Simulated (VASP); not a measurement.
Crystal: KMgF3.

```
K Mg F
1.0
     3.98590    0.00000    0.00000
     0.00000    3.98590    0.00000
     0.00000    0.00000    3.98590
K Mg F
1 1 3
Direct
  0.50000 0.50000 0.50000
  0.00000 0.00000 0.00000
  0.50000 0.00000 0.00000
  0.00000 0.50000 0.00000
  0.00000 0.00000 0.50000
```

| Property | Result |
| --- | --- |
| Program | VASP 6.6.1 |
| Task | relaxation of cell and atoms |
| Functional | LDA |
| Potentials or basis | VASP PAW LDA potentials, release 64 (K_sv, Mg_sv, F) |
| Cutoff | 840 eV |
| k mesh | 6 × 6 × 6 |
| Occupations | gaussian, width 0.01 eV |
| Spin | no spin polarisation |

At the start: pressure -4.2 GPa; volume 12.67 Å³/atom.

Question: How do energy, volume and symmetry change on relaxing?

Answer: Over 3 steps the energy falls by 9.0 meV/atom and the volume is 12.00 Å³/atom (-5.2 %); space group Pm-3m (No. 221, to 0.1 Å) before and after.

The path:
| step | energy change (eV) | largest force (eV/Å) | pressure (GPa) | volume (Å³) |
| --- | --- | --- | --- | --- |
| 1 | 0.0000 | 0.0000 | -4.17 | 63.33 |
| 2 | -0.0444 | 0.0000 | -0.48 | 60.35 |
| 3 | -0.0449 | 0.0000 | 0.02 | 60.01 |

Final structure:
```yaml
crystal:
  lattice:
    - [3.91514, 0.00000, 0.00000]
    - [0.00000, 3.91514, 0.00000]
    - [0.00000, 0.00000, 3.91514]
  atoms:
    - { symbol: K, position: [0.50000, 0.50000, 0.50000] }
    - { symbol: Mg, position: [0.00000, 0.00000, 0.00000] }
    - { symbol: F, position: [0.50000, 0.00000, 0.00000] }
    - { symbol: F, position: [0.00000, 0.50000, 0.00000] }
    - { symbol: F, position: [0.00000, 0.00000, 0.50000] }
```
